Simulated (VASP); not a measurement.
# HCl: single point with PBEsol

HCl:

```
H Cl
1.0
     0.14230    2.81047    2.81047
     2.81047    0.14230    2.81047
     2.81047    2.81047    0.14230
H Cl
1 1
Direct
  0.00000 0.00000 0.00000
  0.50000 0.50000 0.50000
```

This cell differs from its parent crystal: ratio of the length along [111] to the lengths across it x 1.08, volume and fractional coordinates fixed.

```json
{
  "Program": "VASP 6.6.1",
  "Task": "single point",
  "Functional": "PBEsol",
  "Potentials or basis": "VASP PAW PBE potentials, release 64 (H, Cl)",
  "Cutoff": "520 eV",
  "k mesh": "16 × 16 × 16",
  "Occupations": "gaussian, width 0.15 eV",
  "Spin": "no spin polarisation",
  "Dipole correction": "no",
  "Further INCAR settings": "ALGO = Normal; EDIFF = 1e-07; NBANDS = 11"
}
```

- Pressure: -10.3 GPa
- Band gap on the k mesh: zero (bands 4 and 5 overlap by 0.17 eV)

Stress tensor (GPa, compression positive):
```
-10.30  -0.95  -0.95
 -0.95 -10.30  -0.95
 -0.95  -0.95 -10.30
```

Levels at points of the mesh, in eV from the Fermi level:
```tsv
k point	band 2	band 3	band 4	band 5	band 6	band 7
(0.00, 0.00, 0.00)	-0.39	-0.31	-0.10	-0.10	11.23	11.83
(0.50, 0.00, 0.00)	-3.11	-0.49	-0.35	2.12	7.69	10.57
(0.50, 0.50, 0.00)	-1.95	-0.96	-0.69	-0.26	9.30	11.82
(0.50, 0.50, 0.50)	-3.26	-0.22	-0.22	2.31	7.93	11.46
```

It took 110 s on 1 thread of Intel(R) Xeon(R) Platinum 8559C (Emerald Rapids), on a shared host, peak memory 0.28 GiB.

Caveat: the cell stands under tension; the PAW data sets were made with another functional, which shifts forces and pressure a little.
